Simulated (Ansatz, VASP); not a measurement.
**One calculation of BiTe, two programs**

INCAR

```
PREC = Accurate ; ENCUT = 520
EDIFF = 1E-7 ; ISMEAR = 0
SIGMA = 0.1 ; LREAL = F
LASPH = T ; NELM = 100
ALGO = Fast ; ISIF = 2
LWAVE = F ; LCHARG = F
GGA = PS ; NBANDS = 29
```

KPOINTS

```
regular mesh
0
Gamma
  12 12 8
```

The input POSCAR:

```
BiTe
1.0
    3.2930684444      3.2930684444      0.0000000000
   -3.2930684444      3.2930684444      0.0000000000
    0.0000000000      0.0000000000      6.5861368887
Bi Te
2 2
Direct
    0.0000000000      0.0000000000      0.0000000000
    0.5000000000      0.5000000000      0.5000000000
    0.5000000000      0.5000000000      0.0000000000
    0.0000000000      0.0000000000      0.5000000000
```

Input for Ansatz:

```yaml
crystal:
  lattice:
    - [3.2930684444, 3.2930684444, 0.0]
    - [-3.2930684444, 3.2930684444, 0.0]
    - [0.0, 0.0, 6.5861368887]
  atoms:
    - { symbol: Bi, position: [0.0, 0.0, 0.0] }
    - { symbol: Bi, position: [0.5, 0.5, 0.5] }
    - { symbol: Te, position: [0.5, 0.5, 0.0] }
    - { symbol: Te, position: [0.0, 0.0, 0.5] }
basis:
  ecutwfc: 420
kpoints:
  mp_grid: { grid: [12, 12, 8] }
hamiltonian:
  xc: pbesol
scf:
  occupations: { method: gaussian, width: 0.1 }
output:
  forces: true
  stress: true
  eigenvalues: true
```

Change from the starting cell: equal strain along all axes, cell held, atoms relaxed: +3.0 %.

Alike in both runs: task single point; functional PBEsol; k mesh 12 × 12 × 8; occupations gaussian, width 0.1 eV; no spin polarisation.

|  | VASP | Ansatz |
| --- | --- | --- |
| version | VASP 6.6.1 | Ansatz 0.2.0 |
| potentials or method | VASP PAW PBE potentials, release 64 (Bi_d, Te), cutoff 520 eV | scalar-relativistic, plane waves, PAW |
| valence electrons in the cell | 42 | 62 |

```csv
,VASP,Ansatz,Ansatz less VASP
gap on the k mesh at the Fermi level (eV),none,none,-
pressure (GPa),-3.9,-3.9,+0.03
```

VASP's potentials were made for PBE, not for PBEsol. A gap of «none» marks a metal or a gap that the smearing closes. The functional is the same, so the differences come from potentials, cutoffs and numerics. VASP's potentials hold 42 valence electrons a cell and Ansatz's 62, so a difference there can come from the potentials and not from the codes.

Neither program's run includes spin-orbit coupling.
